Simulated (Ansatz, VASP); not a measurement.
# TlAgTe2: VASP beside Ansatz

INCAR

```
  PREC = Accurate
  ENCUT = 520
  EDIFF = 1E-7
  ISMEAR = -1
  SIGMA = 0.05
  LREAL = F
  LASPH = T
  NELM = 60
  ALGO = Normal
  ISIF = 2
  LWAVE = F
  LCHARG = F
  NBANDS = 26
```

KPOINTS

```
Automatic mesh
0
Gamma
  13 13 13
```

POSCAR

```
TlAgTe2
1.0
   -1.9665116757      1.9665116757      7.6352825778
    1.9665116757     -1.9665116757      7.6352825778
    1.9665116757      1.9665116757     -7.6352825778
Tl Ag Te
1 1 2
Direct
    0.0000000000      0.0000000000      0.0000000000
    0.7500000000      0.2500000000      0.5000000000
    0.3690000000      0.3690000000      0.0000000000
    0.6310000000      0.6310000000      0.0000000000
```

Input for Ansatz:

```yaml
crystal:
  lattice:
    - [-1.9665116757, 1.9665116757, 7.6352825778]
    - [1.9665116757, -1.9665116757, 7.6352825778]
    - [1.9665116757, 1.9665116757, -7.6352825778]
  atoms:
    - { symbol: Tl, position: [0.0, 0.0, 0.0] }
    - { symbol: Ag, position: [0.75, 0.25, 0.5] }
    - { symbol: Te, position: [0.369, 0.369, 0.0] }
    - { symbol: Te, position: [0.631, 0.631, 0.0] }
kpoints:
  mp_grid: { grid: [13, 13, 13] }
  band_path:
    path:
      - [0.0, 0.0, 0.0]
      - [0.0, 0.0, 0.5]
      - [0.25, 0.25, 0.25]
      - [0.0, 0.5, 0.0]
      - [0.0, 0.0, 0.0]
      - [0.5, 0.5, -0.5]
      - [0.2665837537, 0.7334162463, -0.2665837537]
      - [-0.2665837537, 0.2665837537, 0.2665837537]
      - [0.0, 0.0, 0.0]
    npoints: 5
scf:
  occupations: { method: fermi_dirac, width: 0.05 }
hamiltonian:
  xc: lda
  pseudopotentials: { kind: all_electron, lapw: { basis_error: 0.0005 } }
output:
  forces: true
  stress: true
  eigenvalues: true
```

Change from the starting cell: volume scaled by 1.01.

Alike in both runs: task single point; functional LDA; k mesh 13 × 13 × 13; occupations fermi-dirac, width 0.05 eV; no spin polarisation.

|  | VASP | Ansatz |
| --- | --- | --- |
| version | VASP 6.6.1 | Ansatz 0.2.0 |
| potentials or method | VASP PAW LDA potentials, release 64 (Tl_d, Ag, Te), cutoff 520 eV | all-electron LAPW, scalar-relativistic |

Ansatz gave:

```
pressure (GPa)                                                : -1.8
traceless stress, the component that is largest in VASP (GPa) : 1.65
rms of the force components (eV/Å)                            : 0.037
```

What did VASP give for the same quantities?

Pressure (GPa): -1.8; traceless stress, the component that is largest in VASP (GPa): 1.67; rms of the force components (eV/Å): 0.041.

LDA's correlation is that of Perdew and Zunger in VASP and of Perdew and Wang (1992) in Ansatz. Atom by atom the forces differ by 0.005 eV/Å (rms over components). Ansatz ran all-electron here, and VASP with PAW potentials.

Spin-orbit coupling is off throughout.
